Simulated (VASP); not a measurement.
# WC (P-6m2) in VASP: further runs, part 2 of 2

VASP 6.6.1. Earlier steps stand in the parts before.

### 3 Electric field gradients, PBE

This run uses another cell than the first one, of 10.31 Å³/atom, 1.020 times its volume.

INCAR reads:

```
SYSTEM = WC
  PREC = Accurate
  ENCUT = 520
  EDIFF = 1E-8
  ISMEAR = -1
  SIGMA = 0.05
  LREAL = .FALSE.
  LASPH = .TRUE.
  NELM = 100
  ALGO = Normal
  ISIF = 2
  LWAVE = .FALSE.
  LCHARG = .FALSE.
  GGA = PE
  LEFG = .TRUE.
  NBANDS = 16
```

KPOINTS reads:

```
Automatic mesh
0
G
  14 14 13
  0 0 0
```

POSCAR reads:

```
WC
1.0
    2.9005014360      0.0000000000      0.0000000000
   -1.4502507180      2.5119079273      0.0000000000
    0.0000000000      0.0000000000      2.8290000000
W C
1 1
Direct
    0.0000000000      0.0000000000      0.0000000000
    0.6666666667      0.3333333333      0.5000000000
```

Potentials or basis: VASP PAW PBE potentials, release 64 (W_sv, C).

Run with:

```console
$ cat potpaw_PBE.64/W_sv/POTCAR potpaw_PBE.64/C/POTCAR > POTCAR
$ mpirun -np 1 vasp_std > vasp.out
```

OUTCAR:

```text
SYSTEM = WC
   PREC = Accurate
   ENCUT = 520
   EDIFF = 1E-8
   ISMEAR = -1
   LREAL = .FALSE.
   LASPH = .TRUE.
   NELM = 100
   ISIF = 2
   GGA = PE

 ion  position               nearest neighbor table
   1  0.000  0.000  0.000-   2 2.19   2 2.19   2 2.19   2 2.19   2 2.19   2 2.19
   2  0.667  0.333  0.500-   1 2.19   1 2.19   1 2.19   1 2.19   1 2.19   1 2.19

  LATTYP: Found a hexagonal cell.
 ALAT       =     2.9005014360
 C/A-ratio  =     0.9753485949

  Lattice vectors:

 A1 = (   2.9005014360,   0.0000000000,   0.0000000000)
 A2 = (  -1.4502507180,   2.5119079273,   0.0000000000)
 A3 = (   0.0000000000,   0.0000000000,   2.8290000000)

Analysis of symmetry for initial positions (statically):
=====================================================================
 Subroutine PRICEL returns:
 Original cell was already a primitive cell.

 Routine SETGRP: Setting up the symmetry group for a
 hexagonal supercell.

 Subroutine GETGRP returns: Found 12 space group operations
 (whereof 12 operations were pure point group operations)
 out of a pool of 24 trial point group operations.

The static configuration has the point symmetry D_3h.

Analysis of symmetry for dynamics (positions and initial velocities):
=====================================================================
 Subroutine PRICEL returns:
 Original cell was already a primitive cell.

 Routine SETGRP: Setting up the symmetry group for a
 hexagonal supercell.

 Subroutine GETGRP returns: Found 12 space group operations
 (whereof 12 operations were pure point group operations)
 out of a pool of 24 trial point group operations.

The dynamic configuration has the point symmetry D_3h.

[... 150 lines left out ...]
 fundamental gap:      0.0920445481
 Fermi energy:        11.1715521630

 k-point     1 :       0.0000    0.0000    0.0000
  band No.  band energies     occupation
      1     -62.8126      2.00000
      2     -26.7917      2.00000
      3     -26.6899      2.00000
      4     -26.6899      2.00000
      5      -3.3273      2.00000
      6       6.8257      2.00000
[... 433 lines left out ...]
      3     -27.2004      2.00000
      4     -26.6642      2.00000
      5       0.7573      2.00000
      6       4.5337      2.00000
[... 8 lines left out ...]
     15      26.4973      0.00000
     16      27.4996      0.00000

 [... further k-points ...]
[... 5 lines left out ...]
  --------------------------------------------------------------------------------------
  -------------------------------------------------------------------------------------
  Total        1.1958740      1.1958740      1.3383772      0.0000000     -0.0000000      0.0000000
  in kB       92.9578925     92.9578925    104.0349740      0.0000000     -0.0000000      0.0000000
  external PRESSURE =      96.6502530 kB  Pullay stress =       0.0000000 kB

 VOLUME and BASIS-vectors are now :
 -----------------------------------------------------------------------------
  energy-cutoff  :      520.00
  volume of cell :       20.61
      direct lattice vectors                 reciprocal lattice vectors
     2.900501436  0.000000000  0.000000000     0.344767973  0.199051882  0.000000000
    -1.450250718  2.511907927  0.000000000     0.000000000  0.398103764  0.000000000
     0.000000000  0.000000000  2.829000000     0.000000000  0.000000000  0.353481796

 POSITION                                       TOTAL-FORCE (eV/Angst)
 -----------------------------------------------------------------------------------
      0.00000      0.00000      0.00000         0.000000      0.000000      0.000000
      1.45025      0.83730      1.41450        -0.000000      0.000000      0.000000
 -----------------------------------------------------------------------------------
    total drift:                                0.000000     -0.000000      0.000000

  FREE ENERGIE OF THE ION-ELECTRON SYSTEM (eV)
  ---------------------------------------------------
  free  energy   TOTEN  =       -22.4356114636 eV

  energy  without entropy=      -22.4330754927  energy(sigma->0) =      -22.43434348

 Electric field gradients (V/A^2)
---------------------------------------------------------------------
 ion       V_xx      V_yy      V_zz      V_xy      V_xz      V_yz
---------------------------------------------------------------------
   1      69.742    69.743  -139.485     0.000    -0.000     0.000
   2       0.032     0.033    -0.065     0.000    -0.000    -0.000
---------------------------------------------------------------------

 Electric field gradients after diagonalization (V/A^2)
 (convention: |V_zz| > |V_xx| > |V_yy|)
----------------------------------------------------------------------
 ion       V_xx      V_yy      V_zz     asymmetry (V_yy - V_xx)/ V_zz
----------------------------------------------------------------------
   1      69.743    69.742  -139.485       0.000
   2       0.033     0.032    -0.065       0.014
----------------------------------------------------------------------

           NMR quadrupolar parameters

 Cq : quadrupolar parameter    Cq=e*Q*V_zz/h
 eta: asymmetry parameters     (V_yy - V_xx)/ V_zz
 Q  : nuclear electric quadrupole moment in mb (millibarn)
----------------------------------------------------------------------
 ion       Cq(MHz)       eta       Q (mb)
----------------------------------------------------------------------
   1      -0.337       0.000       1.000
   2      -0.000       0.014       1.000
----------------------------------------------------------------------
```

Wall time 48 s (1 thread of Intel Xeon Platinum 8259CL at 2.50GHz (Skylake/Cascade Lake), shared host); peak memory 0.18 GiB.

What came out:

| Item | Value |
| --- | --- |
| Free energy | -22.4356 eV |
| Pressure | 9.7 GPa |
| Band gap on the k mesh | zero (band 9 reaches 11.92 eV, above the bottom of band 10 at 10.60 eV) |

Stress tensor (GPa, compression positive):
```
 9.30  0.00  0.00
 0.00  9.30  0.00
 0.00  0.00 10.40
```

Levels at points of the mesh, in eV from the Fermi level:
| k point | band 6 | band 7 | band 8 | band 9 | band 10 | band 11 | band 12 | band 13 |
| --- | --- | --- | --- | --- | --- | --- | --- | --- |
| (0.00, 0.00, 0.00) | -4.35 | -3.36 | -3.36 | 0.10 | 3.27 | 3.27 | 5.67 | 5.67 |
| (0.50, 0.00, 0.00) | -7.06 | -3.63 | -3.60 | -0.47 | 2.37 | 4.58 | 4.93 | 6.91 |

Electric field gradients, principal values (V/Å²):
```tsv
atom	least	middle	greatest (by size)
1 W	69.742	69.743	-139.485
2 C	0.032	0.033	-0.065
```

Caveat: without QUAD_EFG the Cq values of the log hold for a quadrupole moment of 1 mb, not for the nuclei; spin-orbit coupling is left out, which moves the levels of the heavy elements.
